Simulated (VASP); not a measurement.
# Mg2ZnTe3 (P6_3mc) in VASP: single point with PBE

Aim: the single point of Mg2ZnTe3 with PBE.

All numbers are computed with VASP 6.6.1; they aren't measurements. Logs are shortened: lines on timing, memory, paths and dates and some standing lists are left out, and cuts for length are marked.

## 1. The cell of the first run

It takes space group P6_3mc (No. 186, hexagonal). The conventional cell has a = 4.516 Å, b = 4.516 Å, c = 22.307 Å, α = 90.00°, β = 90.00°, γ = 120.00°. Within 3.7 Å of Mg (site symmetry 3m) lie 4 Te at 2.79 to 2.83 Å. Within 3.7 Å of Mg (site symmetry 3m) lie 4 Te at 2.79 to 2.82 Å. Zn (site symmetry 3m) has 4 Te at 2.68 to 2.74 Å within 3.5 Å. Within 3.5 Å of Te (site symmetry 3m) lie 1 Zn at 2.68 Å and 3 Mg at 2.79 Å. Within 3.6 Å of Te (site symmetry 3m) lie 3 Zn at 2.74 Å and 1 Mg at 2.83 Å. Within 3.7 Å of Te (site symmetry 3m) lie 4 Mg at 2.79 to 2.82 Å.

## 2. Single point, PBE

File INCAR:

```
ALGO     = Normal         # electronic algorithm
EDIFF    = 1E-6           # SCF threshold, eV
ENCUT    = 520            # plane-wave cutoff, eV
GGA      = PE             # functional
ISIF     = 2              # what is computed and relaxed
ISMEAR   = 0              # smearing method
LASPH    = T              # aspherical terms in the spheres
LCHARG   = F              # write CHGCAR
LREAL    = F              # projectors in reciprocal space
LWAVE    = F              # write WAVECAR
NBANDS   = 46             # bands
NELM     = 80             # most SCF steps
PREC     = Accurate       # precision mode
SIGMA    = 0.1            # smearing width, eV
```

File KPOINTS:

```
k-points
0
Gamma
  6 6 1
```

File POSCAR:

```
Mg2ZnTe3
1.0
    4.5164887000      0.0000000000      0.0000000000
   -2.2582443000      3.9113939000      0.0000000000
    0.0000000000      0.0000000000     22.3066646000
Mg Zn Te
4 2 6
Direct
    0.3333333000      0.6666667000      0.3374430000
    0.3333333000      0.6666667000      0.6663710000
    0.6666667000      0.3333333000      0.1663710000
    0.6666667000      0.3333333000      0.8374430000
    0.3333333000      0.6666667000      0.0019010000
    0.6666667000      0.3333333000      0.5019010000
    0.3333333000      0.6666667000      0.1222260000
    0.3333333000      0.6666667000      0.4643330000
    0.3333333000      0.6666667000      0.7927260000
    0.6666667000      0.3333333000      0.2927260000
    0.6666667000      0.3333333000      0.6222260000
    0.6666667000      0.3333333000      0.9643330000
```

Potentials or basis: VASP PAW PBE potentials, release 64 (Mg, Zn, Te).

The run is started by

```bash
cat potpaw_PBE.64/Mg/POTCAR potpaw_PBE.64/Zn/POTCAR potpaw_PBE.64/Te/POTCAR > POTCAR
mpirun -np 1 vasp_std > vasp.out
```

OUTCAR:

```text
EDIFF = 1E-6
   ENCUT = 520
   GGA = PE
   ISIF = 2
   ISMEAR = 0
   LASPH = T
   LREAL = F
   NELM = 80
   PREC = Accurate

 ion  position               nearest neighbor table
   1  0.333  0.667  0.337-  10 2.79  10 2.79  10 2.79   8 2.83
   2  0.333  0.667  0.666-  11 2.79  11 2.79  11 2.79   9 2.82
   3  0.667  0.333  0.166-   7 2.79   7 2.79   7 2.79  10 2.82
   4  0.667  0.333  0.837-   9 2.79   9 2.79   9 2.79  12 2.83
   5  0.333  0.667  0.002-   7 2.68  12 2.74  12 2.74  12 2.74
   6  0.667  0.333  0.502-  11 2.68   8 2.74   8 2.74   8 2.74
   7  0.333  0.667  0.122-   5 2.68   3 2.79   3 2.79   3 2.79
   8  0.333  0.667  0.464-   6 2.74   6 2.74   6 2.74   1 2.83
   9  0.333  0.667  0.793-   4 2.79   4 2.79   4 2.79   2 2.82
  10  0.667  0.333  0.293-   1 2.79   1 2.79   1 2.79   3 2.82
  11  0.667  0.333  0.622-   6 2.68   2 2.79   2 2.79   2 2.79
  12  0.667  0.333  0.964-   5 2.74   5 2.74   5 2.74   4 2.83

  LATTYP: Found a hexagonal cell.
 ALAT       =     4.5164887000
 C/A-ratio  =     4.9389395350

  Lattice vectors:

 A1 = (   4.5164887000,   0.0000000000,   0.0000000000)
 A2 = (  -2.2582443000,   3.9113939000,   0.0000000000)
 A3 = (   0.0000000000,   0.0000000000,  22.3066646000)

Analysis of symmetry for initial positions (statically):
=====================================================================
 Subroutine PRICEL returns:
 Original cell was already a primitive cell.

 Routine SETGRP: Setting up the symmetry group for a
 hexagonal supercell.

 Subroutine GETGRP returns: Found 12 space group operations
 (whereof  6 operations were pure point group operations)
 out of a pool of 24 trial point group operations.

The static configuration has the point symmetry C_3v.
 The point group associated with its full space group is C_6v.

Analysis of symmetry for dynamics (positions and initial velocities):
=====================================================================
 Subroutine PRICEL returns:
 Original cell was already a primitive cell.

 Routine SETGRP: Setting up the symmetry group for a
 hexagonal supercell.

 Subroutine GETGRP returns: Found 12 space group operations
 (whereof  6 operations were pure point group operations)
 out of a pool of 24 trial point group operations.

The dynamic configuration has the point symmetry C_3v.
 The point group associated with its full space group is C_6v.

[... 110 lines left out ...]
   PSTRESS=    0.0 pullay stress
   NELECT =      68.0000    total number of electrons
   NUPDOWN=      -1.0000    fix difference up-down
   EMIN   =  10.00;   EMAX   =-10.00  energy-range for DOS
   EFERMI =   0.00;   METHOD = LEGACY
   ISMEAR =     0;   SIGMA  =   0.10  broadening in eV -4-tet -1-fermi 0-gaus
   EFERMI_NEDOS =   21; number of points for ismear=-14 and -15
   IALGO  =     38    algorithm
   IMIX   =      4    mixing-type and parameters
     AMIX     =   0.40;   BMIX     =  1.00
     AMIX_MAG =   1.60;   BMIX_MAG =  1.00
  volume/ion in A,a.u.               =      32.84       221.61
  Fermi-wavevector in a.u.,A,eV,Ry     =   0.911427  1.722348 11.302359  0.830700
  Thomas-Fermi vector in A             =   2.035705
   LORBIT       =      0    0 simple, 1 ext, 2 COOP (PROOUT), +10 PAW based schemes
   GGA     = PE    functional components
   LHFCALC =     F    Hartree Fock is set to
   AEXX    =    0.0000 exact exchange contribution
   IVDW    =     0    specifies the selected vdW correction
   LEPSILON=     F    determine dielectric tensor
   LRPA    =     F    only Hartree local field effects (RPA)
 non-spin polarized calculation
 Gauss-broadening in eV      SIGMA  =   0.10
  energy-cutoff  :      520.00
  volume of cell :      394.06
 maximum number of plane-waves:     10721
 NGX is ok and might be reduce to    36
   NGX = 17   NGY = 17   NGZ = 83

 number of electron      67.9999997 magnetization

 Free energy of the ion-electron system (eV)
  ---------------------------------------------------
  ext. energy  EPLUGINS =         0.00000000
  ---------------------------------------------------
  free energy    TOTEN  =       -35.78512127 eV

  energy without entropy =      -35.78512127  energy(sigma->0) =      -35.78512127

 E-fermi :   2.5663     XC(G=0):  -8.0634

 val. band max:        2.1125044327   @ k =   0.0000   0.0000   0.0000
 cond. band min:       3.5181328791   @ k =   0.0000   0.0000   0.0000
 fundamental gap:      1.4056284464
 Fermi energy:         2.5663407927

 k-point     1 :       0.0000    0.0000    0.0000
  band No.  band energies     occupation
      1      -8.5581      2.00000
      2      -8.5123      2.00000
      3      -8.2275      2.00000
      4      -8.0642      2.00000
      5      -7.9657      2.00000
      6      -7.8430      2.00000
[... 332 lines left out ...]
     45       8.1863      0.00000
     46       8.1903      0.00000

------------------------ aborting loop because EDIFF is reached ----------------------------------------

  FORCE on cell =-STRESS in cart. coord.  units (eV):
  Direction    XX          YY          ZZ          XY          YZ          ZX
  --------------------------------------------------------------------------------------
  -------------------------------------------------------------------------------------
  Total       -0.0165339     -0.0165339      0.0192616     -0.0000000      0.0000000      0.0000000
  in kB       -0.0672230     -0.0672230      0.0783134     -0.0000000      0.0000000      0.0000000
  external PRESSURE =      -0.0187108 kB  Pullay stress =       0.0000000 kB

 VOLUME and BASIS-vectors are now :
 -----------------------------------------------------------------------------
  energy-cutoff  :      520.00
  volume of cell :      394.06
      direct lattice vectors                 reciprocal lattice vectors
     4.516488700  0.000000000  0.000000000     0.221410938  0.127831664  0.000000000
    -2.258244300  3.911393900  0.000000000     0.000000000  0.255663333  0.000000000
     0.000000000  0.000000000 22.306664600     0.000000000  0.000000000  0.044829651

 POSITION                                       TOTAL-FORCE (eV/Angst)
 -----------------------------------------------------------------------------------
     -0.00000      2.60760      7.52723        -0.000000     -0.000000     -0.000607
     -0.00000      2.60760     14.86451         0.000000     -0.000000      0.002891
      2.25824      1.30380      3.71118        -0.000000      0.000000      0.002891
      2.25824      1.30380     18.68056         0.000000     -0.000000     -0.000607
     -0.00000      2.60760      0.04240        -0.000000      0.000000      0.000192
      2.25824      1.30380     11.19574         0.000000     -0.000000      0.000192
     -0.00000      2.60760      2.72645        -0.000000      0.000000      0.012157
     -0.00000      2.60760     10.35772         0.000000     -0.000000     -0.015161
     -0.00000      2.60760     17.68307         0.000000     -0.000000      0.000529
      2.25824      1.30380      6.52974        -0.000000      0.000000      0.000529
      2.25824      1.30380     13.87979         0.000000     -0.000000      0.012157
      2.25824      1.30380     21.51105         0.000000     -0.000000     -0.015161
 -----------------------------------------------------------------------------------
    total drift:                               -0.000220      0.000126     -0.000631

  FREE ENERGIE OF THE ION-ELECTRON SYSTEM (eV)
  ---------------------------------------------------
  free  energy   TOTEN  =       -35.7851212662 eV

  energy  without entropy=      -35.7851212662  energy(sigma->0) =      -35.78512127
```

stdout:

```text
POSCAR found type information on POSCAR MgZnTe
 POSCAR found :  3 types and      12 ions
 scaLAPACK will be used
 LDA part: xc-table for (Slater+PW92), standard interpolation
 POSCAR, INCAR and KPOINTS ok, starting setup
 FFT: planning ... GRIDC
 FFT: planning ... GRID_SOFT
 FFT: planning ... GRID
 WAVECAR not read
 entering main loop
```

Run time: 4.3 min. Hardware: 1 thread of Intel Xeon 6975P-C, shared host; peak memory 0.53 GiB.

Results:

| Property | Result |
| --- | --- |
| Free energy | -35.7851 eV |
| Pressure | 0.0 GPa |
| Largest force | 0.015 eV/Å |
| Band gap on the k mesh | 1.41 eV, direct |

Forces on the atoms (eV/Å):
```
Mg   0.000  0.000 -0.001
Mg   0.000  0.000  0.003
Mg   0.000  0.000  0.003
Mg   0.000  0.000 -0.001
Zn   0.000  0.000  0.000
Zn   0.000  0.000  0.000
Te   0.000  0.000  0.012
Te   0.000  0.000 -0.015
Te   0.000  0.000  0.001
Te   0.000  0.000  0.001
Te   0.000  0.000  0.012
Te   0.000  0.000 -0.015
```

Caveat: spin-orbit coupling is left out, which moves the levels of the heavy elements. As with any semilocal functional, this PBE gap is likely too small.
